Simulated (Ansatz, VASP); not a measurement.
Sc in VASP and in Ansatz

INCAR

```
  ALGO = Fast
  EDIFF = 1E-6
  ENCUT = 520
  GGA = PS
  ISIF = 2
  ISMEAR = 0
  LASPH = True
  LCHARG = False
  LREAL = False
  LWAVE = False
  NBANDS = 18
  NELM = 100
  PREC = Accurate
  SIGMA = 0.15
```

KPOINTS

```
k-points
0
Gamma
  15 15 10
```

Contents of POSCAR:

```
Sc
1.0
    3.2769240353      0.0000000000      0.0000000000
   -1.6384620176      2.8378994608      0.0000000000
    0.0000000000      0.0000000000      5.0823813358
Sc
2
Direct
    0.3333333333      0.6666666667      0.2500000000
    0.6666666667      0.3333333333      0.7500000000
```

Input for Ansatz:

```yaml
crystal:
  lattice:
    - [3.2769240353, 0.0, 0.0]
    - [-1.6384620176, 2.8378994608, 0.0]
    - [0.0, 0.0, 5.0823813358]
  atoms:
    - { symbol: Sc, position: [0.3333333333, 0.6666666667, 0.25] }
    - { symbol: Sc, position: [0.6666666667, 0.3333333333, 0.75] }
basis:
  ecutwfc: 520.0
kpoints:
  mp_grid: { grid: [15, 15, 10] }
hamiltonian:
  xc: pbesol
scf:
  occupations: { method: gaussian, width: 0.15 }
output:
  forces: true
  stress: true
  eigenvalues: true
  write_density: true
  write_potential: true
  elf: true
  volumetric_format: npy
```

Alike in both runs: task single point; functional PBEsol; k mesh 15 × 15 × 10; occupations gaussian, width 0.15 eV; no spin polarisation.

|  | VASP | Ansatz |
| --- | --- | --- |
| version | VASP 6.6.1 | Ansatz 0.2.0 |
| potentials or method | VASP PAW PBE potentials, release 64 (Sc_sv), cutoff 520 eV | scalar-relativistic, plane waves, PAW |
| valence electrons in the cell | 22 | 22 |

VASP gave:

```
gap on the k mesh at the Fermi level (eV)                     : none
pressure (GPa)                                                : 0.0
traceless stress, the component that is largest in VASP (GPa) : 0.06
```

What did Ansatz give for the same quantities?

gap on the k mesh at the Fermi level (eV): none; pressure (GPa): 0.1; traceless stress, the component that is largest in VASP (GPa): 0.06.

VASP's potentials were made for PBE, not for PBEsol. A gap of «none» marks a metal or a gap that the smearing closes. With one functional, cell and mesh, what is left measures potentials, basis and numerics.
